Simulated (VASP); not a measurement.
# Ti2W3 in VASP: single point with PBE

Aim: the single point of Ti2W3 with PBE.

All numbers are computed with VASP 6.6.1; they aren't measurements. Logs are shortened: lines on timing, memory, paths and dates and some standing lists are left out, and cuts for length are marked.

## (1) The cell of the first run

The typed cell holds 10 atoms: a = 4.504 Å, b = 5.274 Å, c = 7.810 Å, α = 104.28°, β = 90.02°, γ = 115.26°.

## (2) Single point, PBE

INCAR

```
PREC = Accurate
ENCUT = 520
EDIFF = 1E-6
ISMEAR = 0
SIGMA = 0.2
LREAL = F
LASPH = T
NELM = 80
ALGO = Fast
ISIF = 2
LWAVE = F
LCHARG = F
GGA = PE
NBANDS = 77
```

KPOINTS

```
Automatic mesh
0
Gamma
  6 6 4
```

POSCAR

```
Ti2W3
1.0
   -2.2511217787     -3.9010284061      0.0004847151
    2.2524126323      1.2990909385      4.5887123855
   -6.7629657140      3.9065611289      0.0001406665
Ti W
4 6
Direct
    0.1957521618      0.3913640080      0.3986403890
    0.6957269243      0.3913705535      0.8986139355
    0.3042404530      0.6086376167      0.1013803759
    0.8042678840      0.6086237418      0.6013659419
    0.6044689994      0.2089234665      0.2014967853
    0.1044711979      0.2089050226      0.7015051086
    0.8955435026      0.7910850636      0.2984978315
    0.3955281219      0.7910892421      0.7984994500
   -0.0000280923      0.0000019468      0.0000003145
    0.5000288474      0.9999993385      0.4999998676
```

Potentials or basis: VASP PAW PBE potentials, release 64 (Ti_sv, W_sv).

Command:

```bash
cat potpaw_PBE.64/Ti_sv/POTCAR potpaw_PBE.64/W_sv/POTCAR > POTCAR
mpirun -np 1 vasp_std > vasp.out
```

OUTCAR:

```text
PREC = Accurate
   ENCUT = 520
   EDIFF = 1E-6
   ISMEAR = 0
   LREAL = F
   LASPH = T
   NELM = 80
   ISIF = 2
   GGA = PE

 ion  position               nearest neighbor table
   1  0.196  0.391  0.399-   5 2.73   5 2.73   6 2.73   7 2.75   4 2.78   4 2.79   3 2.79  10 2.79
                            10 3.16  10 3.16   9 3.16   7 3.18   7 3.18   8 3.18
   2  0.696  0.391  0.899-   6 2.73   6 2.73   5 2.73   8 2.75   3 2.78   3 2.79   4 2.79   9 2.79
                             9 3.16   9 3.16  10 3.16   8 3.18   8 3.18   7 3.18
   3  0.304  0.609  0.101-   7 2.73   7 2.73   8 2.73   5 2.75   2 2.78   2 2.79   1 2.79   9 2.79
                             9 3.16   9 3.16  10 3.16   5 3.18   5 3.18   6 3.18
   4  0.804  0.609  0.601-   8 2.73   8 2.73   7 2.73   6 2.75   1 2.78   1 2.79   2 2.79  10 2.79
                            10 3.16  10 3.16   9 3.16   6 3.18   6 3.18   5 3.18
   5  0.604  0.209  0.201-   7 2.67   1 2.73   1 2.73   2 2.73   3 2.75   9 2.77   9 2.77  10 2.77
                             3 3.18   3 3.18   4 3.18   7 3.23   7 3.23   8 3.23
   6  0.104  0.209  0.702-   8 2.67   2 2.73   2 2.73   1 2.73   4 2.75  10 2.77  10 2.77   9 2.77
                             4 3.18   4 3.18   3 3.18   8 3.23   8 3.23   7 3.23
   7  0.896  0.791  0.298-   5 2.67   3 2.73   3 2.73   4 2.73   1 2.75  10 2.77  10 2.77   9 2.77
                             1 3.18   1 3.18   2 3.18   5 3.23   5 3.23   6 3.23
   8  0.396  0.791  0.798-   6 2.67   4 2.73   4 2.73   3 2.73   2 2.75   9 2.77   9 2.77  10 2.77
                             2 3.18   2 3.18   1 3.18   6 3.23   6 3.23   5 3.23
   9  1.000  0.000  0.000-   8 2.77   5 2.77   5 2.77   8 2.77   6 2.77   7 2.77   2 2.79   3 2.79
                             2 3.16   3 3.16   3 3.16   2 3.16   4 3.16   1 3.16
  10  0.500  1.000  0.500-   6 2.77   7 2.77   7 2.77   6 2.77   8 2.77   5 2.77   4 2.79   1 2.79
                             4 3.16   1 3.16   1 3.16   4 3.16   2 3.16   3 3.16

  LATTYP: Found a triclinic cell.
 ALAT       =     5.2754914728
 B/A-ratio  =     0.8537499770
 C/A-ratio  =     1.4804650721
 COS(alpha) =     0.0004362681
 COS(beta)  =     0.2468952544
 COS(gamma) =     0.4271596829

  Lattice vectors:

 A1 = (   0.0012908536,  -2.6019374676,   4.5891971006)
 A2 = (  -2.2511217787,  -3.9010284061,   0.0004847151)
 A3 = (   6.7629657140,  -3.9065611289,  -0.0001406665)

Analysis of symmetry for initial positions (statically):
=====================================================================
 Subroutine PRICEL returns:
 Original cell was already a primitive cell.

 Routine SETGRP: Setting up the symmetry group for a
 triclinic supercell.

 Subroutine GETGRP returns: Found  1 space group operations
 (whereof  1 operations were pure point group operations)
 out of a pool of  2 trial point group operations.

The static configuration has the point symmetry C_1 .

[... 144 lines left out ...]
   EFERMI_NEDOS =   21; number of points for ismear=-14 and -15
   IALGO  =     68    algorithm
   IMIX   =      4    mixing-type and parameters
     AMIX     =   0.40;   BMIX     =  1.00
     AMIX_MAG =   1.60;   BMIX_MAG =  1.00
  volume/ion in A,a.u.               =      16.14       108.93
  Fermi-wavevector in a.u.,A,eV,Ry     =   1.530885  2.892953 31.886737  2.343609
  Thomas-Fermi vector in A             =   2.638306
   LORBIT       =      0    0 simple, 1 ext, 2 COOP (PROOUT), +10 PAW based schemes
   GGA     = PE    functional components
   LHFCALC =     F    Hartree Fock is set to
   AEXX    =    0.0000 exact exchange contribution
   IVDW    =     0    specifies the selected vdW correction
   LEPSILON=     F    determine dielectric tensor
   LRPA    =     F    only Hartree local field effects (RPA)
 non-spin polarized calculation
 RMM-DIIS sequential band-by-band and
 Gauss-broadening in eV      SIGMA  =   0.20
  energy-cutoff  :      520.00
  volume of cell :      161.42
 maximum number of plane-waves:      4372
 NGX is ok and might be reduce to    36
   NGX = 17   NGY = 19   NGZ = 29

 number of electron     131.9999997 magnetization

 Free energy of the ion-electron system (eV)
  ---------------------------------------------------
  ext. energy  EPLUGINS =         0.00000000
  ---------------------------------------------------
  free energy    TOTEN  =      -109.77624915 eV

  energy without entropy =     -109.54772820  energy(sigma->0) =     -109.66198867

 E-fermi :   9.7817     XC(G=0): -12.8737

 val. band max:        9.7811107189   @ k =   0.5000   0.1667   0.2500
 cond. band min:       9.7825848505   @ k =   0.3333   0.3333   0.2500
 fundamental gap:      0.0014741316
 Fermi energy:         9.7816968287

 k-point     1 :       0.0000    0.0000    0.0000
  band No.  band energies     occupation
      1     -63.6524      2.00000
      2     -63.6365      2.00000
      3     -63.4882      2.00000
      4     -63.4736      2.00000
      5     -63.4432      2.00000
      6     -63.4417      2.00000
[... 1909 lines left out ...]
     76      12.1810      0.00000
     77      12.4578      0.00000

 [... further k-points ...]

------------------------ aborting loop because EDIFF is reached ----------------------------------------

  FORCE on cell =-STRESS in cart. coord.  units (eV):
  Direction    XX          YY          ZZ          XY          YZ          ZX
  --------------------------------------------------------------------------------------
  -------------------------------------------------------------------------------------
  Total        0.0444783     -0.0857100      0.1922103     -0.0422155      0.0272048     -0.0160126
  in kB        0.4414565     -0.8506901      1.9077281     -0.4189981      0.2700139     -0.1589284
  external PRESSURE =       0.4994982 kB  Pullay stress =       0.0000000 kB

 VOLUME and BASIS-vectors are now :
 -----------------------------------------------------------------------------
  energy-cutoff  :      520.00
  volume of cell :      161.42
      direct lattice vectors                 reciprocal lattice vectors
    -2.251121779 -3.901028406  0.000484715    -0.111047905 -0.192247982  0.108935421
     2.252412632  1.299090939  4.588712386     0.000015130  0.000018346  0.217913437
    -6.762965714  3.906561129  0.000140666    -0.110895663  0.063997802  0.036316032

 POSITION                                       TOTAL-FORCE (eV/Angst)
 -----------------------------------------------------------------------------------
     -2.25514      1.30210      1.79601        -0.001433      0.004637      0.029309
     -6.76193      1.30487      1.79635        -0.002976      0.005375      0.029526
      0.00039     -0.00013      2.79302         0.002268     -0.005685     -0.029592
     -4.50665      0.00246      2.79327         0.001960     -0.004863     -0.028993
     -2.25287     -1.29948      0.95901        -0.000880      0.001333      0.009732
     -4.50889      2.60431      0.95875         0.000128      0.000979      0.010351
     -2.25286     -1.29975      3.63054         0.000563     -0.000474     -0.009737
     -4.50875      2.60412      3.63039         0.000423     -0.001146     -0.010478
     -2.25106     -3.90092      0.00049        -0.000359     -0.000990      0.000077
     -2.25470      1.30174      4.58902         0.000306      0.000834     -0.000196
 -----------------------------------------------------------------------------------
    total drift:                                0.000038      0.000024     -0.000016

  FREE ENERGIE OF THE ION-ELECTRON SYSTEM (eV)
  ---------------------------------------------------
  free  energy   TOTEN  =      -109.7762491493 eV

  energy  without entropy=     -109.5477281984  energy(sigma->0) =     -109.66198867
```

OSZICAR:

```text
N       E                     dE             d eps       ncg     rms          rms(c)
DAV:   1     0.200577150399E+04    0.20058E+04   -0.70285E+04 11720   0.211E+03
DAV:   2     0.109451477767E+03   -0.18963E+04   -0.18610E+04 11704   0.692E+02
DAV:   3    -0.968465313206E+02   -0.20630E+03   -0.19651E+03 17442   0.197E+02
[... 33 lines left out ...]
RMM:  37    -0.109776246341E+03   -0.10942E-05   -0.16747E-05 11694   0.136E-02    0.951E-04
RMM:  38    -0.109776247238E+03   -0.89703E-06   -0.14329E-05 11597   0.129E-02    0.104E-03
RMM:  39    -0.109776248004E+03   -0.76580E-06   -0.12406E-05 11159   0.123E-02    0.122E-03
RMM:  40    -0.109776248615E+03   -0.61149E-06   -0.10893E-05 10966   0.119E-02    0.131E-03
RMM:  41    -0.109776249149E+03   -0.53395E-06   -0.99468E-06 10804   0.115E-02
   1 F= -.10977625E+03 E0= -.10966199E+03  d E =-.228521E+00
```

It took 1.5 h on 1 thread of Oxide Virtual Turin-like, shared host; peak memory 0.72 GiB.

Results:

| Quantity | Value |
| --- | --- |
| Free energy | -109.7762 eV |
| Pressure | 0.0 GPa |
| Largest force | 0.030 eV/Å |
| Band gap on the k mesh | zero (bands 66 and 67 overlap by 0.58 eV) |

Forces in eV/Å, atoms in the order of the input:
```
Ti  -0.001  0.005  0.029
Ti  -0.003  0.005  0.030
Ti   0.002 -0.006 -0.030
Ti   0.002 -0.005 -0.029
W   -0.001  0.001  0.010
W    0.000  0.001  0.010
W    0.001  0.000 -0.010
W    0.000 -0.001 -0.010
W    0.000 -0.001  0.000
W    0.000  0.001  0.000
```

Levels at points of the mesh, in eV from the Fermi level:
| k point | band 62 | band 63 | band 64 | band 65 | band 66 | band 67 | band 68 | band 69 | band 70 | band 71 |
| --- | --- | --- | --- | --- | --- | --- | --- | --- | --- | --- |
| (0.00, 0.00, 0.00) | -1.08 | -0.91 | -0.43 | -0.36 | 0.05 | 0.10 | 0.46 | 0.47 | 0.48 | 1.19 |
| (0.50, 0.00, 0.00) | -0.75 | -0.59 | -0.59 | -0.29 | -0.29 | 0.00 | 0.00 | 0.32 | 0.32 | 1.73 |
| (0.00, 0.50, 0.00) | -0.97 | -0.95 | -0.74 | -0.11 | -0.11 | 0.08 | 0.71 | 1.37 | 1.60 | 1.80 |
| (0.50, 0.50, 0.00) | -0.75 | -0.59 | -0.59 | -0.29 | -0.29 | 0.00 | 0.00 | 0.32 | 0.32 | 1.73 |
| (0.00, 0.00, 0.50) | -0.52 | -0.15 | -0.15 | 0.27 | 0.27 | 0.34 | 0.34 | 0.74 | 0.74 | 1.07 |
| (0.50, 0.00, 0.50) | -0.91 | -0.74 | -0.43 | -0.36 | 0.05 | 0.07 | 0.70 | 1.19 | 1.36 | 1.39 |
| (0.00, 0.50, 0.50) | -0.80 | -0.39 | -0.39 | -0.09 | -0.09 | 0.13 | 0.13 | 1.81 | 1.81 | 2.37 |
| (0.50, 0.50, 0.50) | -0.91 | -0.74 | -0.43 | -0.36 | 0.04 | 0.07 | 0.71 | 1.19 | 1.36 | 1.39 |

Caveat: spin-orbit coupling is left out, which moves the levels of the heavy elements.
